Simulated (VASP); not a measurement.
# Ge (Fd-3m) in VASP: vibrations by perturbation theory with PBEsol

Aim: the vibrations by perturbation theory of Ge with PBEsol.

All numbers are computed with VASP 6.6.1; they aren't measurements. Logs are shortened: lines on timing, memory, paths and dates and some standing lists are left out, and cuts for length are marked.

**1. The cell of the first run**

Symmetry: Fd-3m, No. 227, cubic system. The conventional cell has a = 5.353 Å, b = 5.353 Å, c = 5.353 Å, α = 90.00°, β = 90.00°, γ = 90.00°. Within 3.1 Å of Ge (site symmetry -43m) lie 4 Ge at 2.32 Å.

**2. Vibrations by perturbation theory, PBEsol**

The input, INCAR:

```
SYSTEM = Ge
  PREC = Accurate
  ENCUT = 520
  EDIFF = 1E-8
  ISMEAR = 0
  SIGMA = 0.01
  LREAL = .False.
  LASPH = .True.
  NELM = 100
  ALGO = Normal
  ISIF = 2
  LWAVE = .False.
  LCHARG = .False.
  GGA = PS
  IBRION = 8
  NSW = 1
```

The input, KPOINTS:

```
Automatic mesh
0
Gamma
  12 12 12
  0 0 0
```

The input, POSCAR:

```
Ge
1.0
    0.0000000000      2.6762525870      2.6762525870
    2.6762525870      0.0000000000      2.6762525870
    2.6762525870      2.6762525870      0.0000000000
Ge
2
Direct
    0.5000000000      0.5000000000      0.5000000000
    0.7500000000      0.7500000000      0.7500000000
```

Potentials or basis: VASP PAW PBE potentials, release 64 (Ge_d).

On the command line:

```console
cat potpaw_PBE.64/Ge_d/POTCAR > POTCAR
mpirun -np 1 vasp_std > vasp.out
```

OUTCAR:

```text
SYSTEM = Ge
   PREC = Accurate
   ENCUT = 520
   EDIFF = 1E-8
   ISMEAR = 0
   LREAL = .False.
   LASPH = .True.
   NELM = 100
   ISIF = 2
   GGA = PS
   IBRION = 8
   NSW = 1

 ion  position               nearest neighbor table
   1  0.500  0.500  0.500-   2 2.32   2 2.32   2 2.32   2 2.32
   2  0.750  0.750  0.750-   1 2.32   1 2.32   1 2.32   1 2.32

  LATTYP: Found a face centered cubic cell.
 ALAT       =     5.3525051740

  Lattice vectors:

 A1 = (   0.0000000000,   2.6762525870,   2.6762525870)
 A2 = (   2.6762525870,   0.0000000000,   2.6762525870)
 A3 = (   2.6762525870,   2.6762525870,   0.0000000000)

Analysis of symmetry for initial positions (statically):
=====================================================================
 Subroutine PRICEL returns:
 Original cell was already a primitive cell.

 Routine SETGRP: Setting up the symmetry group for a
 face centered cubic supercell.

 Subroutine GETGRP returns: Found 48 space group operations
 (whereof 24 operations were pure point group operations)
 out of a pool of 48 trial point group operations.

The static configuration has the point symmetry T_d .
 The point group associated with its full space group is O_h .

Analysis of symmetry for dynamics (positions and initial velocities):
=====================================================================
 Subroutine PRICEL returns:
 Original cell was already a primitive cell.

 Routine SETGRP: Setting up the symmetry group for a
 face centered cubic supercell.

 Subroutine GETGRP returns: Found 48 space group operations
 (whereof 24 operations were pure point group operations)
 out of a pool of 48 trial point group operations.

The dynamic configuration has the point symmetry T_d .
 The point group associated with its full space group is O_h .
[... 666 lines left out ...]
  --------------------------------------------------------------------------------------
  -------------------------------------------------------------------------------------
  Total        4.2790237      4.2790237      4.2790237      0.0000000      0.0000000      0.0000000
  in kB      178.8314811    178.8314811    178.8314811      0.0000000      0.0000000      0.0000000
  external PRESSURE =     178.8314811 kB  Pullay stress =       0.0000000 kB

 VOLUME and BASIS-vectors are now :
 -----------------------------------------------------------------------------
  energy-cutoff  :      520.00
  volume of cell :       38.34
      direct lattice vectors                 reciprocal lattice vectors
     0.000000000  2.676252587  2.676252587    -0.186828404  0.186828404  0.186828404
     2.676252587  0.000000000  2.676252587     0.186828404 -0.186828404  0.186828404
     2.676252587  2.676252587  0.000000000     0.186828404  0.186828404 -0.186828404

 POSITION                                       TOTAL-FORCE (eV/Angst)
 -----------------------------------------------------------------------------------
      2.67625      2.67625      2.67625        -0.000000     -0.000000     -0.000000
      4.01438      4.01438      4.01438         0.000000      0.000000      0.000000
 -----------------------------------------------------------------------------------
    total drift:                                0.000000      0.000000      0.000000

  FREE ENERGIE OF THE ION-ELECTRON SYSTEM (eV)
  ---------------------------------------------------
  free  energy   TOTEN  =        -9.5258239839 eV

  energy  without entropy=       -9.5258239839  energy(sigma->0) =       -9.52582398

[... ionic steps 2 to 3 ...]

--------------------------------------- Ionic step        4  -------------------------------------------

 Free energy of the ion-electron system (eV)
  ---------------------------------------------------
  ---------------------------------------------------
  free energy    TOTEN  =        -0.19338376 eV

  energy without entropy =       -0.19338376

------------------------ aborting loop because EDIFF is reached ----------------------------------------

 INTERNAL STRAIN TENSOR  FOR ION    1  DIRECTION 1   (eV/Angst):
 -----------------------------------------------------------------------------
    -0.01354  0.00000  0.00000
     0.00000  0.00781 15.50076
     0.00000 15.50076  0.00781

 INTERNAL STRAIN TENSOR FOR ION    2 for displacements in x,y,z  (eV/Angst):
          X           Y           Z          XY          YZ          ZX
  --------------------------------------------------------------------------------
  x     0.00000    -0.00000    -0.00000     0.00000   -15.50076     0.00000
  y    -0.00000     0.00000    -0.00000     0.00000     0.00000   -15.50076
  z    -0.00000    -0.00000     0.00000   -15.50076     0.00000     0.00000

 SECOND DERIVATIVES (NOT SYMMETRIZED)
 ------------------------------------
               1X          1Y          1Z          2X          2Y          2Z
  1X   -16.046878    0.000000    0.000000   16.046878    0.000000    0.000000
  1Y     0.000000  -16.046878    0.000000    0.000000   16.046878    0.000000
  1Z     0.000000    0.000000  -16.046878    0.000000    0.000000   16.046878
  2X    16.046878    0.000000    0.000000  -16.046878    0.000000    0.000000
  2Y     0.000000   16.046878    0.000000    0.000000  -16.046878    0.000000
  2Z     0.000000    0.000000   16.046878    0.000000    0.000000  -16.046878

 Eigenvectors and eigenvalues of the dynamical matrix
 ----------------------------------------------------

   1 f  =   10.393523 THz    65.304431 2PiTHz  346.690612 cm-1    42.984138 meV
             X         Y         Z           dx          dy          dz
      2.676253  2.676253  2.676253     0.000000   -0.707107    0.000000
      4.014379  4.014379  4.014379     0.000000    0.707107    0.000000
[... 21 lines left out ...]
   6 f  =    0.000000 THz     0.000000 2PiTHz    0.000000 cm-1     0.000000 meV
             X         Y         Z           dx          dy          dz
      2.676253  2.676253  2.676253     0.000000    0.000000    0.707107
      4.014379  4.014379  4.014379     0.000000    0.000000    0.707107

--------------------------------------------------------------------------------------------------------

 ELASTIC MODULI CONTR FROM IONIC RELAXATION (kBar)
 Direction    XX          YY          ZZ          XY          YZ          ZX
 --------------------------------------------------------------------------------
 XX          -0.0000     -0.0000     -0.0000     -0.0000      0.0000     -0.0000
 YY          -0.0000     -0.0000     -0.0000     -0.0000     -0.0000      0.0000
 ZZ          -0.0000     -0.0000     -0.0000      0.0000     -0.0000     -0.0000
 XY          -0.0000     -0.0000      0.0000   -625.7696      0.0000      0.0000
 YZ           0.0000     -0.0000     -0.0000      0.0000   -625.7696      0.0000
 ZX          -0.0000      0.0000     -0.0000      0.0000      0.0000   -625.7696
 --------------------------------------------------------------------------------
```

stdout:

```text
POSCAR found type information on POSCAR Ge
 POSCAR found :  1 types and       2 ions
 scaLAPACK will be used
 -----------------------------------------------------------------------------
|                                                                             |
|                                                                             |
|     You enforced a specific xc type in the INCAR file but a different       |
|     I HOPE YOU KNOW WHAT YOU ARE DOING!                                     |
|                                                                             |
 -----------------------------------------------------------------------------

 LDA part: xc-table for (Slater+PW92), standard interpolation
 POSCAR, INCAR and KPOINTS ok, starting setup
 FFT: planning ... GRIDC
 FFT: planning ... GRID_SOFT
 FFT: planning ... GRID
 WAVECAR not read
 entering main loop
 Linear response reoptimize wavefunctions to high precision
 Linear response DOF=           1
 Linear response progress:
 first order change of Fermi-energy  -0.43847E-03
 force on displaced ion       1 direction 1 : -16.047   0.000   0.000
 Linear response finished
```

Wall time 2.6 min (1 thread of Intel Xeon 6975P-C (Granite Rapids), shared host); peak memory 0.45 GiB.

Results:

* Highest phonon frequency at Γ: 347 cm⁻¹

Phonon frequencies in cm⁻¹ (negative: imaginary):
```
              q point        frequencies
(0.000, 0.000, 0.000)  0 0 0 347 347 347
```

Caveat: the cell stands under pressure or tension, which shifts response properties; the PAW data sets were made with another functional, which shifts forces and pressure a little.
